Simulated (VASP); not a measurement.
# C (P6_3/mmc) in VASP: further runs

Runs on C. Level: PBEsol+D3(BJ). Tasks: single point.

All numbers are computed with VASP 6.6.1; they aren't measurements. Logs are shortened: lines on timing, memory, paths and dates and some standing lists are left out, and cuts for length are marked.

**1. The cell of the first run**

It takes space group P6_3/mmc (No. 194, hexagonal). Conventional cell: a = 2.503 Å, b = 2.503 Å, c = 5.585 Å, α = 90.00°, β = 90.00°, γ = 120.00°. C (site symmetry -6m2) has 3 C at 1.44 Å within 1.9 Å. C (site symmetry -6m2) has 3 C at 1.44 Å within 1.9 Å.

**2. Single point, PBEsol+D3(BJ) (7.57 Å³/atom)**

File INCAR:

```
SYSTEM = C
PREC = Accurate
ENCUT = 520
EDIFF = 1E-7
ISMEAR = 0
SIGMA = 0.15
LREAL = .False.
LASPH = .True.
NELM = 80
ALGO = Normal
ISIF = 2
LWAVE = .False.
LCHARG = .False.
GGA = PS
IVDW = 12
NBANDS = 16
```

File KPOINTS:

```
Automatic mesh
0
Gamma
  21 21 8
  0 0 0
```

File POSCAR:

```
C
1.0
    2.5027229103      0.0000000000      0.0000000000
   -1.2513614551      2.1674216189      0.0000000000
    0.0000000000      0.0000000000      5.5850764466
C
4
Direct
    0.0000000000      0.0000000000      0.0025000000
    0.0000000000      0.0000000000      0.5025000000
    0.3333333333      0.6666666667      0.0025000000
    0.6666666667      0.3333333333      0.5025000000
```

Potentials or basis: VASP PAW PBE potentials, release 64 (C).

The run is started by

```sh
> cat potpaw_PBE.64/C/POTCAR > POTCAR
> mpirun -np 1 vasp_std > vasp.out
```

OUTCAR:

```text
SYSTEM = C
   PREC = Accurate
   ENCUT = 520
   EDIFF = 1E-7
   ISMEAR = 0
   LREAL = .False.
   LASPH = .True.
   NELM = 80
   ISIF = 2
   GGA = PS
   IVDW = 12
 IVDW          = 12

 ion  position               nearest neighbor table
   1  0.000  0.000  0.002-   3 1.44   3 1.44   3 1.44
   2  0.000  0.000  0.502-   4 1.44   4 1.44   4 1.44
   3  0.333  0.667  0.002-   1 1.44   1 1.44   1 1.44
   4  0.667  0.333  0.502-   2 1.44   2 1.44   2 1.44

  LATTYP: Found a hexagonal cell.
 ALAT       =     2.5027229103
 C/A-ratio  =     2.2316000000

  Lattice vectors:

 A1 = (   2.5027229103,   0.0000000000,   0.0000000000)
 A2 = (  -1.2513614551,   2.1674216189,   0.0000000000)
 A3 = (   0.0000000000,   0.0000000000,   5.5850764466)

Analysis of symmetry for initial positions (statically):
=====================================================================
 Subroutine PRICEL returns:
 Original cell was already a primitive cell.

 Routine SETGRP: Setting up the symmetry group for a
 hexagonal supercell.

 Subroutine GETGRP returns: Found 24 space group operations
 (whereof  6 operations were pure point group operations)
 out of a pool of 24 trial point group operations.

The static configuration has the point symmetry C_3v.
 The point group associated with its full space group is D_6h.

Analysis of symmetry for dynamics (positions and initial velocities):
=====================================================================
 Subroutine PRICEL returns:
 Original cell was already a primitive cell.

 Routine SETGRP: Setting up the symmetry group for a
 hexagonal supercell.

 Subroutine GETGRP returns: Found 24 space group operations
 (whereof  6 operations were pure point group operations)
 out of a pool of 24 trial point group operations.

The dynamic configuration has the point symmetry C_3v.
 The point group associated with its full space group is D_6h.

 Subroutine INISYM returns: Found 24 space group operations
 (whereof  6 operations are pure point group operations),
 and found     1 'primitive' translations

----------------------------------------------------------------------------------------

                                     Primitive cell

  volume of cell :      30.2960

  direct lattice vectors                    reciprocal lattice vectors
     2.502722910  0.000000000  0.000000000     0.399564808  0.230688850  0.000000000
    -1.251361455  2.167421619  0.000000000     0.000000000  0.461377699  0.000000000
     0.000000000  0.000000000  5.585076447     0.000000000  0.000000000  0.179048579

  length of vectors
     2.502722910  2.502722910  5.585076447     0.461377699  0.461377699  0.179048579

  position of ions in fractional coordinates (direct lattice)
     0.000000000  0.000000000  0.002500000
     0.000000000  0.000000000  0.502500000
     0.333333333  0.666666667  0.002500000
     0.666666667  0.333333333  0.502500000

  ion indices of the primitive-cell ions
   primitive index   ion index
                 1           1
                 2           2
                 3           3
                 4           4

----------------------------------------------------------------------------------------

 KPOINTS: Automatic mesh

Automatic generation of k-mesh.
 Grid dimensions read from file:
 generate k-points for:   21   21    8

 Generating k-lattice:

  Cartesian coordinates                     Fractional coordinates (reciprocal lattice)
     0.019026896  0.010985183  0.000000000     0.047619048 -0.000000000  0.000000000
     0.000000000  0.021970367  0.000000000     0.000000000  0.047619048  0.000000000
     0.000000000  0.000000000  0.022381072     0.000000000  0.000000000  0.125000000

  Length of vectors
     0.021970367  0.021970367  0.022381072

  Shift w.r.t. Gamma in fractional coordinates (k-lattice)
     0.000000000  0.000000000  0.000000000

 Subroutine IBZKPT returns following result:
 ===========================================

 Found    240 irreducible k-points:

 Following reciprocal coordinates:
            Coordinates               Weight
  0.000000  0.000000  0.000000      1.000000
  0.047619  0.000000  0.000000      6.000000
  0.095238  0.000000  0.000000      6.000000
  0.142857  0.000000  0.000000      6.000000
  0.190476  0.000000  0.000000      6.000000
  0.238095  0.000000  0.000000      6.000000
[... 16 lines left out ...]
  0.142857  0.095238  0.000000     12.000000
  0.190476  0.095238  0.000000     12.000000
 [... further k-points ...]
   k-points           NKPTS =    240   k-points in BZ     NKDIM =    240   number of bands    NBANDS=     16
   number of dos      NEDOS =    301   number of ions     NIONS =      4
   total plane-waves  NPLWV =  16800
   dimension x,y,z NGX =    20 NGY =   20 NGZ =   42
   dimension x,y,z NGXF=    40 NGYF=   40 NGZF=   84
   ions per type =               4
   NGX,Y,Z   is equivalent  to a cutoff of  13.29, 13.29, 12.50 a.u.
[... 68 lines left out ...]
  band No.  band energies     occupation
      1     -13.5665      2.00000
      2     -12.4508      2.00000
      3      -3.2519      2.00000
      4       1.4030      2.00000
      5       3.0760      2.00000
      6       3.0760      2.00000
[... 8 lines left out ...]
     15      17.3177      0.00000
     16      17.4325      0.00000

 k-point     2 :       0.0476    0.0000    0.0000
  band No.  band energies     occupation
      1     -13.5128      2.00000
      2     -12.4001      2.00000
      3      -3.1873      2.00000
      4       1.4587      2.00000
      5       2.8448      2.00000
      6       2.9543      2.00000
[... 8 lines left out ...]
     15      17.2659      0.00000
     16      17.4221      0.00000

 k-point     3 :       0.0952    0.0000    0.0000
  band No.  band energies     occupation
      1     -13.3518      2.00000
      2     -12.2476      2.00000
      3      -2.9938      2.00000
      4       1.6250      2.00000
      5       2.2038      2.00000
      6       2.4065      2.00000
[... 8 lines left out ...]
     15      16.7855      0.00000
     16      17.7509      0.00000

 k-point     4 :       0.1429    0.0000    0.0000
  band No.  band energies     occupation
      1     -13.0843      2.00000
      2     -11.9942      2.00000
      3      -2.6725      2.00000
      4       1.2637      2.00000
      5       1.5431      2.00000
      6       1.8989      2.00000
[... 8 lines left out ...]
     15      16.1025      0.00000
     16      18.2895      0.00000

 k-point     5 :       0.1905    0.0000    0.0000
  band No.  band energies     occupation
      1     -12.7110      2.00000
      2     -11.6406      2.00000
      3      -2.2255      2.00000
      4       0.1349      2.00000
      5       0.4947      2.00000
      6       1.6763      2.00000
[... 8 lines left out ...]
     15      17.3412      0.00000
     16      18.9569      0.00000

 k-point     6 :       0.2381    0.0000    0.0000
  band No.  band energies     occupation
      1     -12.2337      2.00000
      2     -11.1886      2.00000
      3      -1.6562      2.00000
      4      -1.0957      2.00000
      5      -0.6566      2.00000
      6       1.1796      2.00000
[... 8 lines left out ...]
     15      18.7579      0.00000
     16      19.6439      0.00000
[... 267 lines left out ...]
 k-point    21 :       0.4762    0.0476    0.0000
  band No.  band energies     occupation
      1      -8.2060      2.00000
      2      -7.8010      2.00000
      3      -6.8248      2.00000
      4      -6.5454      2.00000
      5      -0.4652      2.00000
      6      -0.1492      2.00000
[... 8 lines left out ...]
     15      21.7955      0.00000
     16      21.8663      0.00000

 k-point    22 :       0.0952    0.0952    0.0000
  band No.  band energies     occupation
      1     -12.9241      2.00000
      2     -11.8424      2.00000
      3      -2.4804      2.00000
      4       0.9570      2.00000
      5       1.1379      2.00000
      6       1.8234      2.00000
[... 8 lines left out ...]
     15      16.0454      0.00000
     16      18.9115      0.00000

 k-point    23 :       0.1429    0.0952    0.0000
  band No.  band energies     occupation
      1     -12.5517      2.00000
      2     -11.4897      2.00000
      3      -2.0347      2.00000
      4      -0.0026      2.00000
      5       0.2565      2.00000
      6       1.2077      2.00000
[... 8 lines left out ...]
     15      16.7936      0.00000
     16      19.9233      0.00000

 k-point    24 :       0.1905    0.0952    0.0000
  band No.  band energies     occupation
      1     -12.0754      2.00000
      2     -11.0388      2.00000
      3      -1.4672      2.00000
      4      -1.1273      2.00000
      5      -0.7544      2.00000
      6       0.6108      2.00000
[... 8 lines left out ...]
     15      17.8789      0.00000
     16      21.0153      0.00000

 [... further k-points ...]

------------------------ aborting loop because EDIFF is reached ----------------------------------------

 Edisp (eV)   -0.51685

 E8    (eV) :    -0.2507

  FORCE on cell =-STRESS in cart. coord.  units (eV):
  Direction    XX          YY          ZZ          XY          YZ          ZX
  --------------------------------------------------------------------------------------
  -------------------------------------------------------------------------------------
  Total      -4.83748    -4.83748     2.82937    -0.00000     0.00000    -0.00000
  in kB    -255.82583  -255.82583   149.62875    -0.00000     0.00000    -0.00000
  external pressure =     -120.67 kB  Pullay stress =        0.00 kB

 VOLUME and BASIS-vectors are now :
 -----------------------------------------------------------------------------
  energy-cutoff  :      520.00
  volume of cell :       30.30
      direct lattice vectors                 reciprocal lattice vectors
     2.502722910  0.000000000  0.000000000     0.399564808  0.230688850  0.000000000
    -1.251361455  2.167421619  0.000000000     0.000000000  0.461377699  0.000000000
     0.000000000  0.000000000  5.585076447     0.000000000  0.000000000  0.179048579

 POSITION                                       TOTAL-FORCE (eV/Angst)
 -----------------------------------------------------------------------------------
      0.00000      0.00000      0.01396        -0.000000      0.000000      0.000000
      0.00000      0.00000      2.80650         0.000000     -0.000000      0.000000
     -0.00000      1.44495      0.01396         0.000000     -0.000000     -0.000000
      1.25136      0.72247      2.80650         0.000000      0.000000     -0.000000
 -----------------------------------------------------------------------------------
    total drift:                                0.000000      0.000000     -0.000018

  FREE ENERGIE OF THE ION-ELECTRON SYSTEM (eV)
  ---------------------------------------------------
  free  energy   TOTEN  =       -38.7443085695 eV

  energy  without entropy=      -38.7434520158  energy(sigma->0) =      -38.74388029
```

Run time: 42 s. Hardware: 1 thread of Intel Xeon 6975P-C (Granite Rapids), shared host; peak memory 0.21 GiB.

What came out:

```yaml
Free_energy: -38.7443 eV
Pressure: -12.1 GPa
Band_gap_on_the_k_mesh: zero (bands 8 and 9 overlap by 0.21 eV)
Dispersion_energy_per_atom: -0.129 eV
```

Stress tensor (GPa, compression positive):
```
-25.58   0.00   0.00
  0.00 -25.58   0.00
  0.00   0.00  14.96
```

Caveat: the cell stands under tension; the PAW data sets were made with another functional, which shifts forces and pressure a little.

**3. Single point, PBEsol+D3(BJ) (7.57 Å³/atom)**

File INCAR:

```
PREC = Accurate
ENCUT = 520
EDIFF = 1E-6
ISMEAR = 0
SIGMA = 0.15
LREAL = F
LASPH = T
NELM = 60
ALGO = Normal
ISIF = 2
LWAVE = F
LCHARG = F
GGA = PS
IVDW = 12
NBANDS = 16
```

File KPOINTS:

```
regular mesh
0
Gamma
  21 21 8
```

File POSCAR:

```
C
1.0
    2.3554258975      0.0000000000      0.0000000000
   -1.1777129488      2.0398586640      0.0000000000
    0.0000000000      0.0000000000      6.3054453931
C
4
Direct
    0.0000000000      0.0000000000      0.0025000000
    0.0000000000      0.0000000000      0.5025000000
    0.3333333333      0.6666666667      0.0025000000
    0.6666666667      0.3333333333      0.5025000000
```

Potentials or basis: VASP PAW PBE potentials, release 64 (C).

The run is started by

```sh
> cat potpaw_PBE.64/C/POTCAR > POTCAR
> mpirun -np 1 vasp_std > vasp.out
```

Wall time 48 s (1 thread of Intel Xeon 6975P-C (Granite Rapids), shared host); peak memory 0.21 GiB.

It converged, with:

```yaml
Free_energy: -38.4169 eV
Pressure: 49.2 GPa
Band_gap_on_the_k_mesh: zero (bands 8 and 9 overlap by 0.05 eV)
Dispersion_energy_per_atom: -0.111 eV
```

Stress tensor (GPa, compression positive):
```
72.86  0.00  0.00
 0.00 72.86  0.00
 0.00  0.00  1.76
```

Levels at points of the mesh, in eV from the Fermi level:
| k point | band 5 | band 6 | band 7 | band 8 | band 9 | band 10 | band 11 | band 12 |
| --- | --- | --- | --- | --- | --- | --- | --- | --- |
| (0.00, 0.00, 0.00) | -2.86 | -2.86 | -2.83 | -2.83 | 4.08 | 9.26 | 9.26 | 9.34 |
| (0.00, 0.00, 0.50) | -2.85 | -2.85 | -2.85 | -2.85 | 7.27 | 7.27 | 9.30 | 9.30 |

Caveat: the cell stands under pressure; the PAW data sets were made with another functional, which shifts forces and pressure a little.

**4. Single point, PBEsol+D3(BJ) (7.57 Å³/atom)**

File INCAR:

```
SYSTEM = C
ALGO     = Normal         ! electronic algorithm
EDIFF    = 1E-6           ! SCF threshold, eV
ENCUT    = 520            ! plane-wave cutoff, eV
GGA      = PS             ! functional
ISIF     = 2              ! what is computed and relaxed
ISMEAR   = 0              ! smearing method
IVDW     = 12             ! dispersion correction
LASPH    = .True.         ! aspherical terms in the spheres
LCHARG   = .True.         ! write CHGCAR
LELF     = .True.         ! ELF
LREAL    = .False.        ! projectors in reciprocal space
LVHAR    = .True.       
LWAVE    = .False.        ! write WAVECAR
NBANDS   = 16             ! bands
NELM     = 80             ! most SCF steps
PREC     = Accurate       ! precision mode
SIGMA    = 0.15           ! smearing width, eV
```

File KPOINTS:

```
k-points
0
Gamma
  21 21 8
  0 0 0
```

File POSCAR:

```
C
1.0
    2.4526463426      0.0000000000      0.0000000000
   -1.2263231713      2.1240540392      0.0000000000
    0.0000000000      0.0000000000      5.8154697428
C
4
Direct
    0.0000000000      0.0000000000      0.0025000000
    0.0000000000      0.0000000000      0.5025000000
    0.3333333333      0.6666666667      0.0025000000
    0.6666666667      0.3333333333      0.5025000000
```

The run is started by

```sh
> cat potpaw_PBE.64/C/POTCAR > POTCAR
> mpirun -np 1 vasp_std > vasp.out
```

Run time: 38 s. Hardware: 1 thread of Intel Xeon 6975P-C (Granite Rapids), shared host; peak memory 0.21 GiB.

The run converged. Its results:

```
Free energy                : -38.9190 eV
Pressure                   : 6.0 GPa
Band gap on the k mesh     : zero (bands 8 and 9 overlap by 0.14 eV)
Dispersion energy per atom : -0.126 eV
```

Stress tensor (GPa, compression positive):
```
4.37 0.00 0.00
0.00 4.37 0.00
0.00 0.00 9.26
```

Levels at points of the mesh, in eV from the Fermi level:
```csv
k point,band 5,band 6,band 7,band 8,band 9,band 10,band 11,band 12
"(0.00, 0.00, 0.00)",-2.90,-2.90,-2.83,-2.83,5.72,8.43,8.43,8.60
"(0.00, 0.00, 0.50)",-2.87,-2.87,-2.87,-2.87,8.51,8.51,8.51,8.51
```

Caveat: the cell stands under pressure; the PAW data sets were made with another functional, which shifts forces and pressure a little.

**5. Single point, PBEsol+D3(BJ) (7.57 Å³/atom)**

File INCAR:

```
SYSTEM = C
PREC = Accurate ; ENCUT = 520
EDIFF = 1E-7 ; ISMEAR = 0
SIGMA = 0.15 ; LREAL = .FALSE.
LASPH = .TRUE. ; NELM = 60
ALGO = Normal ; ISIF = 2
LWAVE = .FALSE. ; LCHARG = .TRUE.
GGA = PS ; IVDW = 12
LELF = .TRUE. ; LVHAR = .TRUE.
NBANDS = 16
```

File KPOINTS:

```
regular mesh
0
G
  21 21 8
  0 0 0
```

File POSCAR:

```
C
1.0
    2.2620682100      0.0000000000      0.0000000000
   -1.1310341050      1.9590085349      0.0000000000
    0.0000000000      0.0000000000      6.8366487511
C
4
Direct
    0.0000000000      0.0000000000      0.0025000000
    0.0000000000      0.0000000000      0.5025000000
    0.3333333333      0.6666666667      0.0025000000
    0.6666666667      0.3333333333      0.5025000000
```

The run is started by

```sh
> cat potpaw_PBE.64/C/POTCAR > POTCAR
> mpirun -np 1 vasp_std > vasp.out
```

Wall time 55 s (1 thread of Intel Xeon 6975P-C (Granite Rapids), shared host); peak memory 0.21 GiB.

It converged, with:

```yaml
Free_energy: -36.7445 eV
Pressure: 97.5 GPa
Band_gap_on_the_k_mesh: zero (bands 8 and 9 overlap by 0.02 eV)
Dispersion_energy_per_atom: -0.099 eV
```

Stress tensor (GPa, compression positive):
```
147.15   0.00   0.00
  0.00 147.15   0.00
  0.00   0.00  -1.70
```

Levels at points of the mesh, in eV from the Fermi level:
| k point | band 6 | band 7 | band 8 | band 9 | band 10 | band 11 |
| --- | --- | --- | --- | --- | --- | --- |
| (0.00, 0.00, 0.00) | -2.77 | -2.76 | -2.76 | 2.84 | 8.90 | 10.16 |
| (0.00, 0.00, 0.50) | -2.76 | -2.76 | -2.76 | 5.30 | 5.30 | 10.18 |

Caveat: the cell stands under pressure; the PAW data sets were made with another functional, which shifts forces and pressure a little.

**6. Single point, PBEsol+D3(BJ) (7.92 Å³/atom)**

This run uses another cell than the first one, of 7.92 Å³/atom.

File INCAR:

```
ALGO     = Normal         # electronic algorithm
EDIFF    = 1E-6           # SCF threshold, eV
ENCUT    = 520            # plane-wave cutoff, eV
GGA      = PS             # functional
ISIF     = 2              # what is computed and relaxed
ISMEAR   = 0              # smearing method
IVDW     = 12             # dispersion correction
LASPH    = True           # aspherical terms in the spheres
LCHARG   = False          # write CHGCAR
LREAL    = False          # projectors in reciprocal space
LWAVE    = False          # write WAVECAR
NBANDS   = 16             # bands
NELM     = 100            # most SCF steps
PREC     = Accurate       # precision mode
SIGMA    = 0.15           # smearing width, eV
```

File KPOINTS:

```
k-points
0
Gamma
  21 21 8
```

File POSCAR:

```
C
1.0
    2.4395002064      0.0000000000      0.0000000000
   -1.2197501032      2.1126691513      0.0000000000
    0.0000000000      0.0000000000      6.1460768200
C
4
Direct
    0.0000000000      0.0000000000      0.0025000000
    0.0000000000      0.0000000000      0.5025000000
    0.3333333333      0.6666666667      0.0025000000
    0.6666666667      0.3333333333      0.5025000000
```

Potentials or basis: VASP PAW PBE potentials, release 64 (C).

The run is started by

```sh
> cat potpaw_PBE.64/C/POTCAR > POTCAR
> mpirun -np 1 vasp_std > vasp.out
```

Wall time 39 s (1 thread of Intel Xeon 6975P-C (Granite Rapids), shared host); peak memory 0.21 GiB.

Results (log left out):

```
Free energy                : -38.9687 eV
Pressure                   : 9.5 GPa
Band gap on the k mesh     : zero (bands 8 and 9 overlap by 0.08 eV)
Dispersion energy per atom : -0.120 eV
```

Stress tensor (GPa, compression positive):
```
12.48  0.00  0.00
 0.00 12.48  0.00
 0.00  0.00  3.62
```

Levels at points of the mesh, in eV from the Fermi level:
```tsv
k point	band 5	band 6	band 7	band 8	band 9	band 10	band 11	band 12
(0.00, 0.00, 0.00)	-2.92	-2.92	-2.88	-2.88	4.85	8.53	8.53	8.64
(0.00, 0.00, 0.50)	-2.90	-2.90	-2.90	-2.90	8.29	8.29	8.58	8.58
```

Caveat: the cell stands under pressure; the PAW data sets were made with another functional, which shifts forces and pressure a little.

**7. The runs side by side**

| cell | gap on the mesh (eV) | pressure (GPa) |
| --- | --- | --- |
| a = 2.503, b = 2.503, c = 5.585 Å, angles 90.0, 90.0, 120.0°, 4 atoms | none | -12.1 |
| a = 2.355, b = 2.355, c = 6.305 Å, angles 90.0, 90.0, 120.0°, 4 atoms | none | 49.2 |
| a = 2.453, b = 2.453, c = 5.815 Å, angles 90.0, 90.0, 120.0°, 4 atoms | none | 6.0 |
| a = 2.262, b = 2.262, c = 6.837 Å, angles 90.0, 90.0, 120.0°, 4 atoms | none | 97.5 |
| a = 2.440, b = 2.440, c = 6.146 Å, angles 90.0, 90.0, 120.0°, 4 atoms | none | 9.5 |

Alike in all rows: task single point; level PBEsol+D3(BJ); potentials or basis VASP PAW PBE potentials, release 64 (C); no spin polarisation; k mesh 21 × 21 × 8; cutoff (eV) 520; smearing gaussian 0.15 eV.

Caveats: the PAW data sets were made with another functional, which shifts forces and pressure a little; the cell stands under pressure (at least some runs); the cell stands under tension (at least some runs).

Absolute energies hang on the potentials; compare differences alone.
